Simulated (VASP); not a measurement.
CoSi2, 3 atoms in the cell. The structure is cubic, space group Fm-3m (No. 225). The conventional cell has a = 5.277 Å, b = 5.277 Å, c = 5.277 Å, α = 90.00°, β = 90.00°, γ = 90.00°. Co (site symmetry m-3m) has 8 Si at 2.29 Å within 3.0 Å. Si (site symmetry -43m) has 4 Co at 2.29 Å and 6 Si at 2.64 Å within 3.0 Å. 

| Property | Result |
| --- | --- |
| Program | VASP 6.6.1 |
| Task | single point |
| Functional | PBEsol |
| Potentials or basis | VASP PAW PBE potentials, release 64 (Co, Si) |
| Cutoff | 520 eV |
| k mesh | 14 × 14 × 14 |
| Occupations | gaussian, width 0.1 eV |
| Spin | no spin polarisation |
| Dipole correction | no |
| Further INCAR settings | ALGO = Normal; EDIFF = 1e-06; NBANDS = 16 |

Potentials or basis: VASP PAW PBE potentials, release 64 (Co, Si).

The run is started by

```bash
$ cat potpaw_PBE.64/Co/POTCAR potpaw_PBE.64/Si/POTCAR > POTCAR
$ mpirun -np 1 vasp_std > vasp.out
```

Hardware: 1 thread of Intel(R) Xeon(R) Platinum 8488C (Sapphire Rapids) (shared host).

Task: How long does it take, and how much memory?

Result: It took 47 s on 1 thread of Intel(R) Xeon(R) Platinum 8488C (Sapphire Rapids), with other jobs on the host, peak memory 0.19 GiB. Counts: scf iterations 14, k points 104.
